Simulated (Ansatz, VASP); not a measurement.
TePb: VASP beside Ansatz

```
Te Pb
1.0
     0.00000    3.22162    3.22162
     3.22162    0.00000    3.22162
     3.22162    3.22162    0.00000
Te Pb
1 1
Direct
  0.50000 0.50000 0.50000
  0.00000 0.00000 0.00000
```

Alike in both runs: functional PBEsol; k mesh 8 × 8 × 8; occupations gaussian, width 0.02 eV; no spin polarisation.

Ansatz relaxed the structure, and its values are those at the end. VASP's run is a single point on that final structure, the one shown.

```csv
,VASP,Ansatz
version,VASP 6.6.1,Ansatz 0.2.0
potentials or method,"VASP PAW PBE potentials, release 64 (Te, Pb_d), cutoff 520 eV","scalar-relativistic, plane waves, PAW"
valence electrons in the cell,20,30
```

|  | VASP | Ansatz | Ansatz less VASP |
| --- | --- | --- | --- |
| gap on the k mesh at the Fermi level (eV) | 0.65 | 0.65 | -0.004 |
| least direct gap on the mesh (eV) | 0.65 | 0.65 | -0.004 |
| pressure (GPa) | 0.0 | 0.0 | +0.02 |

VASP's potentials were made for PBE, not for PBEsol. VASP's potentials hold 20 valence electrons a cell and Ansatz's 30, so a difference there can come from the potentials and not from the codes.

Neither program's run includes spin-orbit coupling.
